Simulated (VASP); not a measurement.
Wanted: the native input for a VASP 6.6.1 run.

* Task: single point
* Functional: PBEsol
* Potentials or basis: VASP PAW PBE potentials, release 64 (Ta_pv, N)
* Cutoff: 520 eV
* k mesh: 7 × 7 × 6
* Occupations: methfessel-paxton, width 0.1 eV
* Spin: no spin polarisation
* Dipole correction: no
* Further INCAR settings: ALGO = Normal; EDIFF = 1e-07; NBANDS = 56

The structure of Ta6N5 (a cell with a defect) lies in POSCAR:

```
Ta6N5
1.0
    5.1783381800     -0.0000000300      0.0000000000
   -2.5891690600      4.4845724300      0.0000000000
    0.0000000000      0.0000000000      5.7917586600
Ta N
6 5
Direct
   -0.0032652400     -0.0048578300     -0.0015115200
    0.3347511200      0.6651801400      0.2482992700
    0.6667762800      0.3331575600      0.2482984400
   -0.0005994100     -0.0021889300      0.4984930100
    0.3347499500      0.6651836800      0.7486840500
    0.6667789000      0.3331614900      0.7486830000
    0.3904428800     -0.0047247200     -0.0015084000
    0.6019652800      0.6003710900     -0.0015095200
   -0.0031301400      0.3888498300     -0.0015072100
    0.4013017400      0.0018166200      0.4984935000
    0.0034119400      0.3997141800      0.4984917800
```

These files were run (other wordings do the same):

INCAR

```
PREC = Accurate ; ENCUT = 520
EDIFF = 1E-7 ; ISMEAR = 1
SIGMA = 0.1 ; LREAL = F
LASPH = T ; NELM = 60
ALGO = Normal ; ISIF = 2
LWAVE = F ; LCHARG = T
GGA = PS ; LVHAR = T
NBANDS = 56 ; KPAR = 4
```

KPOINTS

```
Automatic mesh
0
Gamma
  7 7 6
```

Potentials or basis: VASP PAW PBE potentials, release 64 (Ta_pv, N).

Launch:

```sh
$ cat potpaw_PBE.64/Ta_pv/POTCAR potpaw_PBE.64/N/POTCAR > POTCAR
$ mpirun -np 4 vasp_std > vasp.out
```

Results of the run:

The pressure is -4.5 GPa, the largest force is 0.216 eV/Å and the band gap on the k mesh is zero (an odd number of electrons rules out a gap without spin polarisation).

Caveat: the PAW data sets were made with another functional, which shifts forces and pressure a little; spin-orbit coupling is left out, which moves the levels of the heavy elements.

Run time: 110 s on 4 MPI ranks on Intel(R) Xeon(R) Platinum 8375C CPU @ 2.90GHz (Ice Lake), with other jobs on the host, peak memory 0.48 GiB a rank.
